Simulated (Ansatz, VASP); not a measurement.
One calculation of Ti, two programs

The input INCAR:

```
SYSTEM = Ti
PREC = Accurate
ENCUT = 520
EDIFF = 1E-6
ISMEAR = 0
SIGMA = 0.15
LREAL = .False.
LASPH = .True.
NELM = 60
ALGO = Fast
ISIF = 2
LWAVE = .False.
LCHARG = .True.
LELF = .True.
LVHAR = .True.
NBANDS = 12
```

File KPOINTS:

```
Automatic mesh
0
Gamma
  22 22 22
  0 0 0
```

File POSCAR:

```
Ti
1.0
   -1.7826950017      1.7826950017      1.3905021013
    1.7826950017     -1.7826950017      1.3905021013
    1.7826950017      1.7826950017     -1.3905021013
Ti
1
Direct
    0.0000000000      0.0000000000      0.0000000000
```

Input for Ansatz:

```yaml
crystal:
  lattice:
    - [-1.7826950017, 1.7826950017, 1.3905021013]
    - [1.7826950017, -1.7826950017, 1.3905021013]
    - [1.7826950017, 1.7826950017, -1.3905021013]
  atoms:
    - { symbol: Ti, position: [0.0, 0.0, 0.0] }
basis:
  ecutwfc: 420
kpoints:
  mp_grid: { grid: [22, 22, 22] }
hamiltonian:
  xc: lda
scf:
  occupations: { method: gaussian, width: 0.15 }
output:
  forces: true
  stress: true
  eigenvalues: true
```

Alike in both runs: task single point; functional LDA; k mesh 22 × 22 × 22; occupations gaussian, width 0.15 eV; no spin polarisation.

|  | VASP | Ansatz |
| --- | --- | --- |
| version | VASP 6.6.1 | Ansatz 0.2.0 |
| potentials or method | VASP PAW LDA potentials, release 64 (Ti_sv), cutoff 520 eV | scalar-relativistic, plane waves, PAW |
| valence electrons in the cell | 12 | 12 |

|  | VASP | Ansatz | Ansatz less VASP |
| --- | --- | --- | --- |
| gap on the k mesh at the Fermi level (eV) | none | none | - |
| pressure (GPa) | -10.8 | -10.7 | +0.10 |
| traceless stress, the component that is largest in VASP (GPa) | 3.19 | 3.25 | +0.055 |

LDA's correlation is that of Perdew and Zunger in VASP and of Perdew and Wang (1992) in Ansatz. A gap of «none» marks a metal or a gap that the smearing closes.
